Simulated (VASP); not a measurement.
Here is a VASP 6.6.1 calculation.

Contents of INCAR:

```
ALGO = Normal
EDIFF = 1E-7
EDIFFG = -0.04
ENCUT = 600
GGA = PE
IBRION = 2
ISIF = 3
ISMEAR = 0
LASPH = True
LCHARG = False
LREAL = False
LWAVE = False
NELM = 100
NSW = 90
PREC = Accurate
SIGMA = 0.1
```

Contents of KPOINTS:

```
k-points
0
Gamma
  6 6 4
```

File POSCAR:

```
Ga2GeO2
1.0
    4.7734716700      0.0000000000      0.0000000000
   -2.3867358400      4.1339477300      0.0000000000
    0.0000000000      0.0000000000      4.4238349600
Ga Ge O
2 1 2
Direct
    0.3333333300      0.6666666700      0.5000000000
    0.6666666700      0.3333333300      0.5000000000
    0.0000000000      0.0000000000      0.0000000000
    0.0000000000      0.0000000000      0.6985633700
    0.0000000000      0.0000000000      0.3014366300
```

Potentials or basis: VASP PAW PBE potentials, release 64 (Ga_d, Ge_d, O).

Launch:

```sh
$ cat potpaw_PBE.64/Ga_d/POTCAR potpaw_PBE.64/Ge_d/POTCAR potpaw_PBE.64/O/POTCAR > POTCAR
$ mpirun -np 1 vasp_std > vasp.out
```

(1) Estimate the relaxed volume.

(2) Predict the band gap on the k mesh.

(3) Predict the relaxed cell.

Answers

(1) 20.82 Å³/atom.

(2) zero (bands 26 and 27 overlap by 0.42 eV).

(3) a = 4.388 Å, b = 4.388 Å, c = 6.243 Å, α = 90.00°, β = 90.00°, γ = 120.00°.

Caveat: the volume moved by over 15 % at a fixed basis, so the end points are rough.
